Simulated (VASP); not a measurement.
# Cu in VASP: notebook, part 3 of 3

VASP 6.6.1. Earlier steps stand in the parts before.

## (4) Single point, PBEsol

This run uses another cell than the first one, of 11.31 Å³/atom, 0.989 times its volume.

File INCAR:

```
ALGO = Fast ; EDIFF = 1E-6
ENCUT = 520 ; GGA = PS
ISIF = 2 ; ISMEAR = -1
LASPH = T ; LCHARG = T
LELF = T ; LREAL = F
LVHAR = T ; LWAVE = F
NBANDS = 12 ; NELM = 60
PREC = Accurate ; SIGMA = 0.05
```

File KPOINTS:

```
k-points
0
Gamma
  13 12 13
```

File POSCAR:

```
Cu
1.0
    0.0024390894      1.7739623056      1.7797691686
    1.7899064937     -0.0078122637      1.7898665114
    1.7797483997      1.7739954707      0.0024182262
Cu
1
Direct
    0.0000000000      0.0000000000      0.0000000000
```

Potentials or basis: VASP PAW PBE potentials, release 64 (Cu).

Launch:

```console
> cat potpaw_PBE.64/Cu/POTCAR > POTCAR
> mpirun -np 1 vasp_std > vasp.out
```

OUTCAR:

```text
EDIFF = 1E-6
   ENCUT = 520
   GGA = PS
   ISIF = 2
   ISMEAR = -1
   LASPH = T
   LREAL = F
   NELM = 60
   PREC = Accurate

 ion  position               nearest neighbor table
   1  0.000  0.000  0.000-

  LATTYP: Found a base centered monoclinic cell.
 ALAT       =     4.3520556682
 B/A-ratio  =     0.5775487635
 C/A-ratio  =     0.5816317657
 COS(beta)  =    -0.5766083600

  Lattice vectors:

 A1 = (  -1.7797483997,  -1.7739954707,  -0.0024182262)
 A2 = (  -0.0024390894,  -1.7739623056,  -1.7797691686)
 A3 = (   1.7899064937,  -0.0078122637,   1.7898665114)

Analysis of symmetry for initial positions (statically):
=====================================================================
 Subroutine PRICEL returns:
 Original cell was already a primitive cell.

 Routine SETGRP: Setting up the symmetry group for a
 base centered monoclinic supercell.

 Subroutine GETGRP returns: Found  4 space group operations
 (whereof  4 operations were pure point group operations)
 out of a pool of  4 trial point group operations.

The static configuration has the point symmetry C_2h.

Analysis of symmetry for dynamics (positions and initial velocities):
=====================================================================
 Subroutine PRICEL returns:
 Original cell was already a primitive cell.

 Routine SETGRP: Setting up the symmetry group for a
 base centered monoclinic supercell.

 Subroutine GETGRP returns: Found  4 space group operations
 (whereof  4 operations were pure point group operations)
 out of a pool of  4 trial point group operations.

The dynamic configuration has the point symmetry C_2h.

 Subroutine INISYM returns: Found  4 space group operations
 (whereof  4 operations are pure point group operations),
 and found     1 'primitive' translations

----------------------------------------------------------------------------------------
[... 116 lines left out ...]
   GGA     = PS    functional components
   LHFCALC =     F    Hartree Fock is set to
   AEXX    =    0.0000 exact exchange contribution
   IVDW    =     0    specifies the selected vdW correction
   LEPSILON=     F    determine dielectric tensor
   LRPA    =     F    only Hartree local field effects (RPA)
 non-spin polarized calculation
 RMM-DIIS sequential band-by-band and
  energy-cutoff  :      520.00
  volume of cell :       11.31
 maximum number of plane-waves:       318
   NGX =  9   NGY =  9   NGZ =  9

 number of electron      11.0000007 magnetization

 Free energy of the ion-electron system (eV)
  ---------------------------------------------------
  ext. energy  EPLUGINS =         0.00000000
  ---------------------------------------------------
  free energy    TOTEN  =        -4.31349554 eV

  energy without entropy =       -4.31211582  energy(sigma->0) =       -4.31280568

 E-fermi :   7.9619     XC(G=0): -13.1616

 val. band max:        7.9595259646   @ k =   0.4615   0.0000   0.2308
 cond. band min:       7.9656648585   @ k =  -0.4615   0.4167   0.4615
 fundamental gap:      0.0061388939
 Fermi energy:         7.9619272159

 k-point     1 :       0.0000    0.0000    0.0000
  band No.  band energies     occupation
      1      -1.7780      2.00000
      2       4.7546      2.00000
      3       4.7946      2.00000
      4       4.7992      2.00000
      5       5.6647      2.00000
      6       5.6821      2.00000
      7      30.8613      0.00000
      8      33.5686      0.00000
      9      33.9245      0.00000
     10      33.9973      0.00000
     11      36.1177      0.00000
     12      36.4259      0.00000
[... 331 lines left out ...]
 k-point    24 :       0.2308    0.1667    0.0000
  band No.  band energies     occupation
      1       0.2001      2.00000
      2       4.2547      2.00000
      3       5.1069      2.00000
      4       5.2432      2.00000
      5       5.3916      2.00000
      6       5.8809      2.00000
      7      25.2506      0.00000
      8      27.3442      0.00000
      9      28.6673      0.00000
     10      29.9348      0.00000
     11      33.0806      0.00000
     12      41.3983      0.00000

 [... further k-points ...]

------------------------ aborting loop because EDIFF is reached ----------------------------------------

  FORCE on cell =-STRESS in cart. coord.  units (eV):
  Direction    XX          YY          ZZ          XY          YZ          ZX
  --------------------------------------------------------------------------------------
  -------------------------------------------------------------------------------------
  Total        0.0457039      0.0449519      0.0457039     -0.0011913     -0.0011921      0.0005171
  in kB        6.4735159      6.3670104      6.4735161     -0.1687434     -0.1688534      0.0732364
  external PRESSURE =       6.4380142 kB  Pullay stress =       0.0000000 kB

 VOLUME and BASIS-vectors are now :
 -----------------------------------------------------------------------------
  energy-cutoff  :      520.00
  volume of cell :       11.31
      direct lattice vectors                 reciprocal lattice vectors
     0.002439089  1.773962306  1.779769169    -0.280706569  0.281232551  0.281940340
     1.789906494 -0.007812264  1.789866511     0.278742088 -0.280025979  0.278730334
     1.779748400  1.773995471  0.002418226     0.281928836  0.281238835 -0.280707606

 POSITION                                       TOTAL-FORCE (eV/Angst)
 -----------------------------------------------------------------------------------
      0.00000      0.00000      0.00000        -0.000000      0.000000      0.000000
 -----------------------------------------------------------------------------------
    total drift:                                0.000000     -0.000000      0.000000

  FREE ENERGIE OF THE ION-ELECTRON SYSTEM (eV)
  ---------------------------------------------------
  free  energy   TOTEN  =        -4.3134955396 eV

  energy  without entropy=       -4.3121158157  energy(sigma->0) =       -4.31280568
```

OSZICAR:

```text
N       E                     dE             d eps       ncg     rms          rms(c)
DAV:   1     0.411785831701E+02    0.41179E+02   -0.53538E+03 14952   0.155E+03
DAV:   2    -0.410011398854E+01   -0.45279E+02   -0.41785E+02 13712   0.204E+02
DAV:   3    -0.540188260291E+01   -0.13018E+01   -0.12929E+01 15344   0.396E+01
DAV:   4    -0.540968802794E+01   -0.78054E-02   -0.78043E-02 15036   0.269E+00
DAV:   5    -0.540975654233E+01   -0.68514E-04   -0.68514E-04 15680   0.257E-01    0.843E+00
RMM:   6    -0.470409498695E+01    0.70566E+00   -0.36026E+00 16606   0.352E+01    0.459E+00
RMM:   7    -0.432964930482E+01    0.37445E+00   -0.50922E-01 16500   0.127E+01    0.103E+00
RMM:   8    -0.431476908205E+01    0.14880E-01   -0.14947E-02 17042   0.134E+00    0.248E-01
RMM:   9    -0.431346140799E+01    0.13077E-02   -0.26083E-03 17511   0.921E-01    0.233E-02
RMM:  10    -0.431348927278E+01   -0.27865E-04   -0.42868E-04 17339   0.299E-01    0.197E-02
RMM:  11    -0.431349506736E+01   -0.57946E-05   -0.82611E-05 18354   0.100E-01    0.923E-03
RMM:  12    -0.431349553956E+01   -0.47220E-06   -0.94256E-06 16542   0.356E-02
   1 F= -.43134955E+01 E0= -.43128057E+01  d E =-.137972E-02
```

stdout:

```text
POSCAR found type information on POSCAR Cu
 POSCAR found :  1 types and       1 ions
 scaLAPACK will be used
 -----------------------------------------------------------------------------
|                                                                             |
|                                                                             |
|     You enforced a specific xc type in the INCAR file but a different       |
|     I HOPE YOU KNOW WHAT YOU ARE DOING!                                     |
|                                                                             |
 -----------------------------------------------------------------------------

 LDA part: xc-table for (Slater+PW92), standard interpolation
 POSCAR, INCAR and KPOINTS ok, starting setup
 FFT: planning ... GRIDC
 FFT: planning ... GRID_SOFT
 FFT: planning ... GRID
 WAVECAR not read
 entering main loop
WARNING in EDDRMM: call to ZHEGV failed, returncode =   6  3      9
WARNING in EDDRMM: call to ZHEGV failed, returncode =   8  4     10
```

Wall time 60 s (1 thread of Intel Xeon Platinum 8559C (Emerald Rapids), shared host); peak memory 0.18 GiB.

What came out:

```
Free energy : -4.3135 eV
Pressure    : 0.6 GPa
```

Caveat: the PAW data sets were made with another functional, which shifts forces and pressure a little.

## (5) Single point, PBE

This run uses another cell than the first one, of 11.95 Å³/atom, 1.045 times its volume.

File INCAR:

```
PREC = Accurate
ENCUT = 520
EDIFF = 1E-6
ISMEAR = -1
SIGMA = 0.05
LREAL = F
LASPH = T
NELM = 60
ALGO = Normal
ISIF = 2
LWAVE = F
LCHARG = T
GGA = PE
LELF = T
LVHAR = T
NBANDS = 12
```

File KPOINTS:

```
regular mesh
0
Gamma
  13 12 13
```

File POSCAR:

```
Cu
1.0
    0.0023148157      1.8053275597      1.8121485467
    1.8239138107     -0.0094401891      1.8237197972
    1.8123986114      1.8054975968      0.0021801369
Cu
1
Direct
    0.0000000000      0.0000000000      0.0000000000
```

Launch:

```console
> cat potpaw_PBE.64/Cu/POTCAR > POTCAR
> mpirun -np 1 vasp_std > vasp.out
```

It took 83 s on 1 thread of Intel Xeon Platinum 8559C (Emerald Rapids), shared host; peak memory 0.24 GiB.

It converged, with:

- Free energy: -3.7326 eV
- Pressure: 0.5 GPa

Levels at points of the mesh, in eV from the Fermi level:
```tsv
k point	band 2	band 3	band 4	band 5	band 6	band 7	band 8	band 9	band 10	band 11
(0.00, 0.00, 0.00)	-3.04	-3.00	-3.00	-2.22	-2.20	22.46	24.75	25.15	25.21	27.26
(0.00, 0.50, 0.00)	-3.05	-3.04	-1.66	-1.65	-1.07	3.55	21.10	22.01	22.11	25.00
```

## (6) Relaxation of cell and atoms, LDA

This run uses another cell than the first one, of 11.81 Å³/atom, 1.032 times its volume.

File INCAR:

```
SYSTEM = Cu
ALGO     = Fast           ! electronic algorithm
EDIFF    = 1E-6           ! SCF threshold, eV
EDIFFG   = -0.01          ! ionic threshold
ENCUT    = 600            ! plane-wave cutoff, eV
GGA      = CA             ! functional
IBRION   = 2              ! ionic algorithm
ISIF     = 3              ! what is computed and relaxed
ISMEAR   = -1             ! smearing method
LASPH    = .True.         ! aspherical terms in the spheres
LCHARG   = .False.        ! write CHGCAR
LREAL    = .False.        ! projectors in reciprocal space
LWAVE    = .False.        ! write WAVECAR
NELM     = 80             ! most SCF steps
NSW      = 60             ! ionic steps
PREC     = Accurate       ! precision mode
SIGMA    = 0.05           ! smearing width, eV
```

File KPOINTS:

```
k-points
0
Gamma
  13 12 13
  0 0 0
```

File POSCAR:

```
Cu
1.0
   -0.0044255800      1.7884307700      1.8385346600
    1.8229069400     -0.0174867600      1.8515958300
    1.7828182100      1.7614032200      0.0226019700
Cu
1
Direct
    0.0000000000      0.0000000000      0.0000000000
```

Potentials or basis: VASP PAW LDA potentials, release 64 (Cu).

Launch:

```console
> cat potpaw_LDA.64/Cu/POTCAR > POTCAR
> mpirun -np 1 vasp_std > vasp.out
```

It took 16 min on 1 thread of Intel Xeon Platinum 8559C (Emerald Rapids), shared host; peak memory 0.32 GiB.

Results (log left out):

| Quantity | Value |
| --- | --- |
| Free energy | -4.7134 eV |
| Relaxed volume | 10.94 Å³/atom |
| Relaxed cell | a = 2.484 Å, b = 2.505 Å, c = 2.483 Å, α = 60.04°, β = 60.06°, γ = 60.01° |
| Space group after relaxing (to 0.05 Å) | Fm-3m (No. 225) |
| Energy gained by relaxing | 37.0 meV/atom |
| Ionic steps | 21 |
| Pressure after relaxing | 0.0 GPa |

Stress tensor (GPa, compression positive):
```
 0.00  0.02 -0.02
 0.02  0.11  0.00
-0.02  0.00 -0.10
```

Step by step:
```
step  energy change (eV)  largest force (eV/Å)  pressure (GPa)  volume (Å³)
   1              0.0000                0.0000          -11.50        11.81
   2             -0.0201                0.0000           10.54        10.41
   3             -0.0352                0.0000           -0.22        10.93
   4             -0.0352                0.0000            1.70        10.90
   5             -0.0357                0.0000           -2.49        11.07
   6             -0.0360                0.0000           -0.79        10.99
   7             -0.0360                0.0000           -1.23        11.00
   8             -0.0368                0.0000            0.06        10.97
   9             -0.0367                0.0000           -0.26        10.97
  10             -0.0368                0.0000           -0.26        10.97
  11             -0.0369                0.0000           -0.17        10.95
  12             -0.0369                0.0000           -0.02        10.94
  13             -0.0369                0.0000            0.33        10.92
  14             -0.0369                0.0000            0.20        10.92
  15             -0.0369                0.0000            0.22        10.93
  16             -0.0370                0.0000           -0.72        10.94
  17             -0.0370                0.0000            0.23        10.94
  18             -0.0370                0.0000            0.14        10.94
  19             -0.0370                0.0000           -0.39        10.95
  20             -0.0370                0.0000           -0.15        10.95
  21             -0.0370                0.0000            0.00        10.94
```

Final structure:
```cif
data_structure
_symmetry_space_group_name_H-M 'P 1'
_symmetry_Int_Tables_number 1
_cell_length_a 2.4843
_cell_length_b 2.5046
_cell_length_c 2.4835
_cell_angle_alpha 60.045
_cell_angle_beta 60.059
_cell_angle_gamma 60.006
_cell_volume 10.94
loop_
_atom_site_label
_atom_site_type_symbol
_atom_site_fract_x
_atom_site_fract_y
_atom_site_fract_z
_atom_site_occupancy
Cu1 Cu 0.00000 0.00000 0.00000 1
```

Levels at points of the mesh, in eV from the Fermi level:
```csv
k point,band 2,band 3,band 4,band 5,band 6,band 7,band 8,band 9
"(0.00, 0.00, 0.00)",-3.38,-3.34,-3.32,-2.42,-2.39,23.25,26.07,26.46
"(0.00, 0.50, 0.00)",-3.38,-3.37,-1.77,-1.76,-1.31,3.98,21.86,23.24
```

LDA usually gives volumes a few per cent too small. Zero-point motion and thermal expansion aren't in these numbers.

## (7) Summary

```tsv
task	level	potentials or basis	cell	cutoff (eV)	gap on the mesh (eV)	pressure (GPa)
single point	r2SCAN	VASP PAW PBE potentials, release 64 (Cu)	a = 2.522, b = 2.541 Å, angles 60.0°, 1 atom	520	none	0.6
single point	LDA	VASP PAW LDA potentials, release 64 (Cu)	a = 2.481, b = 2.499 Å, angles 60.0°, 1 atom	520	none	0.8
single point	PBEsol	VASP PAW PBE potentials, release 64 (Cu)	a = 2.513, b = 2.531 Å, angles 60.0°, 1 atom	520	none	0.6
single point	PBE	VASP PAW PBE potentials, release 64 (Cu)	a = 2.558, b = 2.579 Å, angles 60.1°, 1 atom	520	none	0.5
relaxation of cell and atoms	LDA	VASP PAW LDA potentials, release 64 (Cu)	relaxed from a = 2.565, b = 2.598, c = 2.506 Å, angles 60.0, 60.3, 59.7°, 1 atom	600	none	0.0
```

Alike in all rows: no spin polarisation; k mesh 13 × 12 × 13; smearing fermi-dirac 0.05 eV.

Caveats: the PAW data sets were made with another functional, which shifts forces and pressure a little (some runs).

Absolute energies hang on the potentials; compare differences alone.
